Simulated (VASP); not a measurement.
**MnN: single point with PBE**

The system is MnN, in a box.

```
CELL_PARAMETERS angstrom
7.99999 0.00000 0.00000
0.00000 7.99999 0.00000
0.00000 0.00000 7.99999
ATOMIC_POSITIONS crystal
Mn 0.36250 0.50000 0.50000
N 0.36250 0.67456 0.73275
```

| Quantity | Value |
| --- | --- |
| Program | VASP 6.6.1 |
| Task | single point |
| Functional | PBE |
| Potentials or basis | VASP PAW PBE potentials, release 64 (Mn_pv, N) |
| Cutoff | 520 eV |
| k mesh | 1 × 1 × 1 |
| Occupations | fermi-dirac, width 0.05 eV |
| Spin | collinear spin, ferrimagnetic start |
| Starting moments | [3.46, -0.68] μB |

| Item | Value |
| --- | --- |
| Largest force | 2.126 eV/Å |
| Gap between the frontier levels | 0.22 eV |
| Net moment | 3.77 μB per cell |
| Site moments | Mn +4.62; N -1.13 μB |
| Valence electrons inside the program's atomic spheres | Mn 11.20; N 3.34 |

Forces on the atoms (eV/Å):
```
Mn   0.000  1.285  1.693
N    0.000 -1.285 -1.693
```

Levels at points of the mesh, in eV from the valence-band top:
Spin up:
| k point | band 9 | band 10 | band 11 | band 12 | band 13 | band 14 |
| --- | --- | --- | --- | --- | --- | --- |
| (0.00, 0.00, 0.00) | -3.86 | -2.09 | 0.00 | 0.66 | 0.68 | 2.72 |
Spin down:
```csv
k point,band 5,band 6,band 7,band 8,band 9,band 10
"(0.00, 0.00, 0.00)",-2.49,-2.48,-2.06,0.22,0.30,0.36
```

Wall time 3.7 min on 1 thread of Intel(R) Xeon(R) 6975P-C (Granite Rapids), with other jobs on the host, peak memory 0.64 GiB.
